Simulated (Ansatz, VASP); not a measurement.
One calculation of Yb, two programs

```
Yb
1.0
     3.95600    0.00000    0.00000
    -1.97800    3.42599    0.00000
     0.00000    0.00000    6.51115
Yb
2
Direct
  0.66667 0.33333 0.75000
  0.33333 0.66667 0.25000
```

Change from the starting cell: volume scaled by 1.06.

Alike in both runs: task single point; functional PBE; k mesh 8 × 8 × 4; occupations fermi-dirac, width 0.05 eV; collinear spin.

```csv
,VASP,Ansatz
version,VASP 6.6.1,Ansatz 0.2.0
potentials or method,"VASP PAW PBE potentials, release 64 (Yb), cutoff 520 eV","all-electron LAPW, scalar-relativistic"
```

VASP gave:

- gap on the k mesh at the Fermi level (eV): none
- pressure (GPa): -1.1
- traceless stress, the component that is largest in VASP (GPa): -0.14
- net moment per atom (μB): 0.01

Question: Estimate Ansatz's values.

Answer: gap on the k mesh at the Fermi level (eV): none; pressure (GPa): -2.6; traceless stress, the component that is largest in VASP (GPa): 0.13; net moment per atom (μB): 0.00.

A gap of «none» marks a metal or a gap that the smearing closes. Ansatz ran all-electron here, and VASP with PAW potentials.

Spin-orbit coupling is off throughout. Noted on Ansatz's run: the open f shell may have settled in a state that isn't the lowest.
